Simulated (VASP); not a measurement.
C: single point with r2SCAN

C:

```
C
1.0
     2.45591    0.00000    0.00000
    -1.22796    2.12688    0.00000
     0.00000    0.00000    7.01063
C
4
Cartesian
  1.2280 2.1269 1.7527
  0.0000 0.0000 5.2580
  0.0000 1.4179 1.7527
  1.2280 0.7090 5.2580
```

```
Program             : VASP 6.6.1
Task                : single point
Functional          : r2SCAN
Potentials or basis : VASP PAW PBE potentials, release 64 (C)
Cutoff              : 520 eV
k mesh              : 12 × 12 × 4
Occupations         : fermi-dirac, width 0.05 eV
Spin                : no spin polarisation
```

* Pressure: 0.7 GPa
* Band gap on the k mesh: zero (band 8 reaches 4.31 eV, above the bottom of band 9 at 4.30 eV)

Stress tensor (GPa, compression positive):
```
 1.06  0.00  0.00
 0.00  1.06  0.00
 0.00  0.00 -0.05
```

Levels at points of the mesh, in eV from the Fermi level:
```csv
k point,band 5,band 6,band 7,band 8,band 9,band 10,band 11,band 12
"(0.00, 0.00, 0.00)",-3.21,-3.21,-3.20,-3.20,4.06,8.72,8.72,8.76
"(0.50, 0.00, 0.00)",-6.84,-6.80,-2.85,-2.28,1.61,2.22,7.64,7.93
"(0.00, 0.00, 0.50)",-3.20,-3.20,-3.20,-3.20,6.49,6.49,8.74,8.74
"(0.50, 0.00, 0.50)",-6.82,-6.82,-2.53,-2.53,1.77,1.77,7.78,7.78
```

Run time: 45 s on 1 thread of Intel(R) Xeon(R) 6975P-C (Granite Rapids) (shared host), peak memory 0.15 GiB.

Caveat: the PAW data sets were made with another functional, which shifts forces and pressure a little.
